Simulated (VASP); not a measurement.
**Rb: single point with PBE**

Crystal: Rb.

```
Rb
1.0
    -2.83528    2.83528    2.83528
     2.83528   -2.83528    2.83528
     2.83528    2.83528   -2.83528
Rb
1
Direct
  0.00000 0.00000 0.00000
```

```json
{"Program": "VASP 6.6.1", "Task": "single point", "Functional": "PBE", "Potentials or basis": "VASP PAW PBE potentials, release 64 (Rb_sv)", "Cutoff": "520 eV", "k mesh": "10 × 10 × 10", "Occupations": "gaussian, width 0.1 eV", "Spin": "no spin polarisation"}
```

* Pressure: 0.0 GPa

Levels at points of the mesh, in eV from the Fermi level:
```csv
k point,band 1,band 2,band 3,band 4,band 5,band 6,band 7,band 8,band 9,band 10
"(0.00, 0.00, 0.00)",-28.91,-12.95,-12.95,-12.95,-1.97,3.67,3.67,3.67,4.61,4.61
"(0.50, 0.00, 0.00)",-28.90,-13.04,-12.98,-12.95,0.24,0.78,2.58,4.25,5.15,5.22
"(0.50, 0.50, 0.50)",-28.90,-13.02,-13.02,-13.02,1.26,1.26,3.24,3.24,3.24,4.78
```

Wall time 28 s on 1 thread of Intel(R) Xeon(R) Platinum 8488C (Sapphire Rapids), on a shared host, peak memory 0.24 GiB.
